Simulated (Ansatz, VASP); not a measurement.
## One calculation of AlGa3N4, two programs

```xyz
8
Lattice="4.4717 0.0000 0.0000 0.0000 4.4717 0.0000 0.0000 0.0000 4.4717" Properties=species:S:1:pos:R:3 pbc="T T T"
Al    0.0000    0.0000    0.0000
Ga    2.2358    2.2358    0.0000
Ga    2.2358    0.0000    2.2358
Ga    0.0000    2.2358    2.2358
N     3.3777    3.3777    1.0940
N     3.3777    1.0940    3.3777
N     1.0940    3.3777    3.3777
N     1.0940    1.0940    1.0940
```

Alike in both runs: functional r2SCAN; k mesh 6 × 6 × 6; occupations gaussian, width 0.02 eV; no spin polarisation.

Ansatz relaxed the structure, and its values are those at the end. VASP's run is a single point on that final structure, the one shown.

```csv
,VASP,Ansatz
version,VASP 6.6.1,Ansatz 0.2.0
potentials or method,"VASP PAW PBE potentials, release 64 (Al, Ga_d, N), cutoff 520 eV","scalar-relativistic, plane waves, PAW"
valence electrons in the cell,62,62
```

|  | VASP | Ansatz | Ansatz less VASP |
| --- | --- | --- | --- |
| gap on the k mesh at the Fermi level (eV) | 2.79 | 2.79 | -0.001 |
| least direct gap on the mesh (eV) | 2.79 | 2.79 | -0.001 |
| pressure (GPa) | -0.2 | -0.8 | -0.64 |
| rms of the force components (eV/Å) | 0.033 | 0.000 | -0.0330 |

VASP's potentials were made for PBE, not for r2SCAN. Ansatz's warnings: stress scf threshold loose.
